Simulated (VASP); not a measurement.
# HgTe (CsCl type) (Pm-3m) in VASP: notebook, part 2 of 2

VASP 6.6.1. The steps go on from the part before.

**3. Single point, PBE**

File INCAR:

```
PREC     = Accurate       # precision mode
ENCUT    = 520            # plane-wave cutoff, eV
EDIFF    = 1E-7           # SCF threshold, eV
ISMEAR   = -1             # smearing method
SIGMA    = 0.05           # smearing width, eV
LREAL    = F              # projectors in reciprocal space
LASPH    = T              # aspherical terms in the spheres
NELM     = 100            # most SCF steps
ALGO     = Normal         # electronic algorithm
ISIF     = 2              # what is computed and relaxed
LWAVE    = F              # write WAVECAR
LCHARG   = F              # write CHGCAR
GGA      = PE             # functional
NBANDS   = 16             # bands
```

File KPOINTS:

```
regular mesh
0
Gamma
  13 13 13
```

File POSCAR:

```
HgTe
1.0
    3.2398550713      0.0000000000      0.0000000000
    0.0000000000      3.2398550713      0.0000000000
    0.0000000000      0.0000000000      3.2398550713
Hg Te
1 1
Direct
    0.0000000000      0.0000000000      0.0000000000
    0.5000000000      0.5000000000      0.5000000000
```

Potentials or basis: VASP PAW PBE potentials, release 64 (Hg, Te).

Command:

```
$ cat potpaw_PBE.64/Hg/POTCAR potpaw_PBE.64/Te/POTCAR > POTCAR
$ mpirun -np 1 vasp_std > vasp.out
```

OUTCAR:

```text
PREC = Accurate
   ENCUT = 520
   EDIFF = 1E-7
   ISMEAR = -1
   LREAL = F
   LASPH = T
   NELM = 100
   ISIF = 2
   GGA = PE

 ion  position               nearest neighbor table
   1  0.000  0.000  0.000-   2 2.81   2 2.81   2 2.81   2 2.81   2 2.81   2 2.81   2 2.81   2 2.81

   2  0.500  0.500  0.500-   1 2.81   1 2.81   1 2.81   1 2.81   1 2.81   1 2.81   1 2.81   1 2.81

  LATTYP: Found a simple cubic cell.
 ALAT       =     3.2398550713

  Lattice vectors:

 A1 = (   3.2398550713,   0.0000000000,   0.0000000000)
 A2 = (   0.0000000000,   3.2398550713,   0.0000000000)
 A3 = (   0.0000000000,   0.0000000000,   3.2398550713)

Analysis of symmetry for initial positions (statically):
=====================================================================
 Subroutine PRICEL returns:
 Original cell was already a primitive cell.

 Routine SETGRP: Setting up the symmetry group for a
 simple cubic supercell.

 Subroutine GETGRP returns: Found 48 space group operations
 (whereof 48 operations were pure point group operations)
 out of a pool of 48 trial point group operations.

The static configuration has the point symmetry O_h .

Analysis of symmetry for dynamics (positions and initial velocities):
=====================================================================
 Subroutine PRICEL returns:
 Original cell was already a primitive cell.

 Routine SETGRP: Setting up the symmetry group for a
 simple cubic supercell.

 Subroutine GETGRP returns: Found 48 space group operations
 (whereof 48 operations were pure point group operations)
 out of a pool of 48 trial point group operations.

The dynamic configuration has the point symmetry O_h .

 Subroutine INISYM returns: Found 48 space group operations
 (whereof 48 operations are pure point group operations),
 and found     1 'primitive' translations

----------------------------------------------------------------------------------------

                                     Primitive cell

  volume of cell :      34.0077

  direct lattice vectors                    reciprocal lattice vectors
     3.239855071  0.000000000  0.000000000     0.308655782  0.000000000  0.000000000
     0.000000000  3.239855071  0.000000000     0.000000000  0.308655782  0.000000000
     0.000000000  0.000000000  3.239855071     0.000000000  0.000000000  0.308655782

  length of vectors
     3.239855071  3.239855071  3.239855071     0.308655782  0.308655782  0.308655782

  position of ions in fractional coordinates (direct lattice)
     0.000000000  0.000000000  0.000000000
     0.500000000  0.500000000  0.500000000

  ion indices of the primitive-cell ions
   primitive index   ion index
                 1           1
                 2           2

----------------------------------------------------------------------------------------

 KPOINTS: regular mesh

Automatic generation of k-mesh.
 Grid dimensions read from file:
 generate k-points for:   13   13   13

 Generating k-lattice:

  Cartesian coordinates                     Fractional coordinates (reciprocal lattice)
     0.023742752  0.000000000  0.000000000     0.076923077  0.000000000  0.000000000
     0.000000000  0.023742752  0.000000000     0.000000000  0.076923077  0.000000000
     0.000000000  0.000000000  0.023742752     0.000000000  0.000000000  0.076923077

  Length of vectors
     0.023742752  0.023742752  0.023742752

  Shift w.r.t. Gamma in fractional coordinates (k-lattice)
     0.000000000  0.000000000  0.000000000

 Subroutine IBZKPT returns following result:
 ===========================================

 Found     84 irreducible k-points:

 Following reciprocal coordinates:
            Coordinates               Weight
  0.000000  0.000000  0.000000      1.000000
  0.076923  0.000000  0.000000      6.000000
  0.153846  0.000000  0.000000      6.000000
  0.230769  0.000000  0.000000      6.000000
  0.307692  0.000000  0.000000      6.000000
  0.384615  0.000000  0.000000      6.000000
[... 16 lines left out ...]
  0.307692  0.307692  0.000000     12.000000
  0.384615  0.307692  0.000000     24.000000
 [... further k-points ...]
   k-points           NKPTS =     84   k-points in BZ     NKDIM =     84   number of bands    NBANDS=     16
   number of dos      NEDOS =    301   number of ions     NIONS =      2
   total plane-waves  NPLWV =  13824
   dimension x,y,z NGX =    24 NGY =   24 NGZ =   24
   dimension x,y,z NGXF=    48 NGYF=   48 NGZF=   48
   ions per type =               1   1
   NGX,Y,Z   is equivalent  to a cutoff of  12.32, 12.32, 12.32 a.u.
   NGXF,Y,Z  is equivalent  to a cutoff of  24.63, 24.63, 24.63 a.u.
 SYSTEM =  unknown system
   PREC   = accura    normal or accurate (medium, high low for compatibility)
   ISTART =      0    job   : 0-new  1-cont  2-samecut
   ICHARG =      2    charge: 1-file 2-atom 10-const
   ISPIN  =      1    spin polarized calculation?
   LNONCOLLINEAR =      F non collinear calculations
   LSORBIT =      F    spin-orbit coupling
   LASPH  =      T    aspherical Exc in radial PAW
   ENCUT  =  520.0 eV  38.22 Ry    6.18 a.u.   6.02  6.02  6.02*2*pi/ulx,y,z
   NELM   =    100;   NELMIN=  2; NELMDL= -5     # of ELM steps
   EDIFF  = 0.1E-06   stopping-criterion for ELM
   LREAL  =      F    real-space projection
   EDIFFG = 0.1E-05   stopping-criterion for IOM
   NSW    =      0    number of steps for IOM
   IBRION =     -1    ionic relax: 0-MD 1-quasi-New 2-CG
   NFREE  =      0    steps in history (QN), initial steepest desc. (CG)
   ISIF   =      2    stress and relaxation
   ISYM   =      2    0-nonsym 1-usesym 2-fastsym
   POTIM  = 0.5000    time-step for ionic-motion
   TEBEG  =    0.0;   TEEND  =   0.0 temperature during run
   PSTRESS=    0.0 pullay stress
   NELECT =      18.0000    total number of electrons
   NUPDOWN=      -1.0000    fix difference up-down
   EMIN   =  10.00;   EMAX   =-10.00  energy-range for DOS
   EFERMI =   0.00;   METHOD = LEGACY
   ISMEAR =    -1;   SIGMA  =   0.05  broadening in eV -4-tet -1-fermi 0-gaus
   EFERMI_NEDOS =   21; number of points for ismear=-14 and -15
   IALGO  =     38    algorithm
   IMIX   =      4    mixing-type and parameters
     AMIX     =   0.40;   BMIX     =  1.00
     AMIX_MAG =   1.60;   BMIX_MAG =  1.00
  volume/ion in A,a.u.               =      17.00       114.75
  Fermi-wavevector in a.u.,A,eV,Ry     =   1.324260  2.502489 23.860072  1.753666
  Thomas-Fermi vector in A             =   2.453808
   LORBIT       =      0    0 simple, 1 ext, 2 COOP (PROOUT), +10 PAW based schemes
   GGA     = PE    functional components
   LHFCALC =     F    Hartree Fock is set to
   AEXX    =    0.0000 exact exchange contribution
   IVDW    =     0    specifies the selected vdW correction
   LEPSILON=     F    determine dielectric tensor
   LRPA    =     F    only Hartree local field effects (RPA)
 non-spin polarized calculation
  energy-cutoff  :      520.00
  volume of cell :       34.01
 maximum number of plane-waves:       931
   NGX = 13   NGY = 13   NGZ = 13

 number of electron      18.0000004 magnetization

 Free energy of the ion-electron system (eV)
  ---------------------------------------------------
  ext. energy  EPLUGINS =         0.00000000
  ---------------------------------------------------
  free energy    TOTEN  =         0.36343858 eV

  energy without entropy =        0.37382269  energy(sigma->0) =        0.36863064

 E-fermi :  11.6321     XC(G=0): -12.6436

 val. band max:       11.5978405992   @ k =   0.3846   0.0769   0.0000
 cond. band min:      11.6467116096   @ k =   0.4615   0.1538   0.1538
 fundamental gap:      0.0488710104
 Fermi energy:        11.6321186455

 k-point     1 :       0.0000    0.0000    0.0000
  band No.  band energies     occupation
      1      -5.2341      2.00000
      2       2.1442      2.00000
      3       2.1442      2.00000
      4       3.6132      2.00000
      5       3.6132      2.00000
      6       3.6132      2.00000
[... 8 lines left out ...]
     15      24.7912      0.00000
     16      25.6151      0.00000
[... 419 lines left out ...]
 k-point    24 :       0.3846    0.3077    0.0000
  band No.  band energies     occupation
      1      -2.4631      2.00000
      2       1.5382      2.00000
      3       2.8841      2.00000
      4       3.0061      2.00000
      5       3.0326      2.00000
      6       3.2568      2.00000
[... 8 lines left out ...]
     15      23.6098      0.00000
     16      24.6065      0.00000

 [... further k-points ...]

------------------------ aborting loop because EDIFF is reached ----------------------------------------

  FORCE on cell =-STRESS in cart. coord.  units (eV):
  Direction    XX          YY          ZZ          XY          YZ          ZX
  --------------------------------------------------------------------------------------
  -------------------------------------------------------------------------------------
  Total       16.8609573     16.8609573     16.8609573     -0.0000000     -0.0000000      0.0000000
  in kB      794.3576093    794.3576093    794.3576093     -0.0000000     -0.0000000      0.0000000
  external PRESSURE =     794.3576093 kB  Pullay stress =       0.0000000 kB

 VOLUME and BASIS-vectors are now :
 -----------------------------------------------------------------------------
  energy-cutoff  :      520.00
  volume of cell :       34.01
      direct lattice vectors                 reciprocal lattice vectors
     3.239855071  0.000000000  0.000000000     0.308655782  0.000000000  0.000000000
     0.000000000  3.239855071  0.000000000     0.000000000  0.308655782  0.000000000
     0.000000000  0.000000000  3.239855071     0.000000000  0.000000000  0.308655782

 POSITION                                       TOTAL-FORCE (eV/Angst)
 -----------------------------------------------------------------------------------
      0.00000      0.00000      0.00000         0.000000      0.000000      0.000000
      1.61993      1.61993      1.61993         0.000000      0.000000      0.000000
 -----------------------------------------------------------------------------------
    total drift:                               -0.000000      0.000000      0.000000

  FREE ENERGIE OF THE ION-ELECTRON SYSTEM (eV)
  ---------------------------------------------------
  free  energy   TOTEN  =         0.3634385763 eV

  energy  without entropy=        0.3738226942  energy(sigma->0) =        0.36863064
```

It took 33 s on 1 thread of Intel Xeon 8259CL, shared host; peak memory 0.18 GiB.

What came out:

- Free energy: 0.3634 eV
- Pressure: 79.4 GPa
- Band gap on the k mesh: zero (bands 9 and 10 overlap by 3.25 eV)

Caveat: the cell stands under pressure; spin-orbit coupling is left out, which moves the levels of the heavy elements.

**4. Relaxation of cell and atoms, PBE, target pressure 78 GPa, at which the enthalpy is minimised**

File INCAR:

```
PREC = Accurate ; ENCUT = 600
EDIFF = 1E-6 ; ISMEAR = -1
SIGMA = 0.05 ; LREAL = F
LASPH = T ; NELM = 80
ALGO = Normal ; ISIF = 3
LWAVE = F ; LCHARG = F
GGA = PE ; IBRION = 2
NSW = 32 ; EDIFFG = -0.005
PSTRESS = 780.0
```

KPOINTS is that of step 3.

POSCAR is that of step 3.

Command:

```
$ cat potpaw_PBE.64/Hg/POTCAR potpaw_PBE.64/Te/POTCAR > POTCAR
$ mpirun -np 1 vasp_std > vasp.out
```

Run time: 2.3 min. Hardware: 1 thread of Intel Xeon 8259CL, shared host; peak memory 0.21 GiB.

It converged, with:

```yaml
Free_energy: 0.2961 eV
Relaxed_volume: 17.07 Å³/atom
Relaxed_cell: a = 3.244 Å, b = 3.244 Å, c = 3.244 Å, α = 90.00°, β = 90.00°, γ = 90.00°
Space_group_after_relaxing_to_0.1_Å: Pm-3m (No. 221)
Energy_change_on_relaxing_the_run_minimises_the_enthalpy: -33.6 meV/atom
Ionic_steps: 3
Pressure_after_relaxing: 78.0 GPa
Band_gap_on_the_k_mesh: zero (bands 9 and 10 overlap by 3.23 eV)
```

Step by step:
| step | energy change (eV) | largest force (eV/Å) | pressure (GPa) | volume (Å³) |
| --- | --- | --- | --- | --- |
| 1 | 0.0000 | 0.0000 | 79.44 | 34.01 |
| 2 | -0.3569 | 0.0000 | 71.58 | 34.77 |
| 3 | -0.0672 | 0.0000 | 78.03 | 34.14 |

Final structure:
```
Hg Te
1.0
     3.24419    0.00000    0.00000
     0.00000    3.24419    0.00000
     0.00000    0.00000    3.24419
Hg Te
1 1
Direct
  0.00000 0.00000 0.00000
  0.50000 0.50000 0.50000
```

Levels at points of the mesh, in eV from the Fermi level:
| k point | band 5 | band 6 | band 7 | band 8 | band 9 | band 10 | band 11 | band 12 | band 13 |
| --- | --- | --- | --- | --- | --- | --- | --- | --- | --- |
| (0.00, 0.00, 0.00) | -8.00 | -8.00 | -2.10 | -2.10 | -2.10 | -0.25 | 5.43 | 5.43 | 13.17 |

Caveat: the cell is relaxed towards a set pressure, so the run minimises the enthalpy, not the energy; spin-orbit coupling is left out, which moves the levels of the heavy elements.

**5. Relaxation of cell and atoms, PBE, target pressure 78 GPa, at which the enthalpy is minimised**

This run uses another cell than the first one, of 17.49 Å³/atom.

File INCAR:

```
  PREC = Accurate
  ENCUT = 600
  EDIFF = 1E-7
  ISMEAR = -1
  SIGMA = 0.05
  LREAL = False
  LASPH = True
  NELM = 80
  ALGO = Normal
  ISIF = 3
  LWAVE = False
  LCHARG = False
  GGA = PE
  IBRION = 2
  NSW = 60
  EDIFFG = -0.005
  PSTRESS = 780.0
```

File KPOINTS:

```
Automatic mesh
0
Gamma
  13 13 13
```

File POSCAR:

```
HgTe
1.0
    3.2705212929      0.0000000000      0.0000000000
    0.0000000000      3.2705212929      0.0000000000
    0.0000000000      0.0000000000      3.2705212929
Hg Te
1 1
Direct
    0.0000000000      0.0000000000      0.0000000000
    0.5000000000      0.5000000000      0.5000000000
```

Command:

```
$ cat potpaw_PBE.64/Hg/POTCAR potpaw_PBE.64/Te/POTCAR > POTCAR
$ mpirun -np 1 vasp_std > vasp.out
```

Wall time 4.9 min (1 thread of Intel Xeon 8259CL, shared host); peak memory 0.21 GiB.

It converged, with:

```yaml
Free_energy: 0.2958 eV
Relaxed_volume: 17.07 Å³/atom
Relaxed_cell: a = 3.244 Å, b = 3.244 Å, c = 3.244 Å, α = 90.00°, β = 90.00°, γ = 90.00°
Space_group_after_relaxing_to_0.1_Å: Pm-3m (No. 221)
Energy_change_on_relaxing_the_run_minimises_the_enthalpy: +192.6 meV/atom
Ionic_steps: 7
Pressure_after_relaxing: 78.0 GPa
Band_gap_on_the_k_mesh: zero (bands 9 and 10 overlap by 3.23 eV)
```

Step by step:
```csv
step,energy change (eV),largest force (eV/Å),pressure (GPa),volume (Å³)
1,0.0000,0.0000,69.50,34.98
2,2.6986,0.0000,129.77,30.49
3,0.3662,0.0000,77.59,34.18
4,0.3824,0.0000,77.93,34.15
5,0.3904,0.0000,78.12,34.13
6,0.3646,0.0000,77.56,34.19
7,0.3852,0.0000,77.99,34.14
```

Final structure:
```cif
data_structure
_symmetry_space_group_name_H-M 'P 1'
_symmetry_Int_Tables_number 1
_cell_length_a 3.2442
_cell_length_b 3.2442
_cell_length_c 3.2442
_cell_angle_alpha 90.000
_cell_angle_beta 90.000
_cell_angle_gamma 90.000
_cell_volume 34.14
loop_
_atom_site_label
_atom_site_type_symbol
_atom_site_fract_x
_atom_site_fract_y
_atom_site_fract_z
_atom_site_occupancy
Hg1 Hg 0.00000 0.00000 0.00000 1
Te1 Te 0.50000 0.50000 0.50000 1
```

Levels at points of the mesh, in eV from the Fermi level:
```tsv
k point	band 6	band 7	band 8	band 9	band 10	band 11	band 12	band 13
(0.00, 0.00, 0.00)	-8.00	-2.10	-2.10	-2.10	-0.25	5.43	5.43	13.17
```

Caveat: the cell is relaxed towards a set pressure, so the run minimises the enthalpy, not the energy; spin-orbit coupling is left out, which moves the levels of the heavy elements.

**6. Overview**

```csv
task,cell,cutoff (eV),gap on the mesh (eV),pressure (GPa)
single point,"a = 3.240 Å, 2 atoms",520,none,79.4
relaxation of cell and atoms,"relaxed to 78 GPa from a = 3.240 Å, 2 atoms",600,none,78.0
relaxation of cell and atoms,"relaxed to 78 GPa from a = 3.271 Å, 2 atoms",600,none,78.0
```

Alike in all rows: level PBE; potentials or basis VASP PAW PBE potentials, release 64 (Hg, Te); no spin polarisation; k mesh 13 × 13 × 13; smearing fermi-dirac 0.05 eV.

Caveats: spin-orbit coupling is left out, which moves the levels of the heavy elements; the cell is relaxed towards a set pressure, so the run minimises the enthalpy, not the energy (at least some runs); the cell stands under pressure (at least some runs).

Total energies depend on the potentials used, so only differences within one code and one set of settings carry meaning.
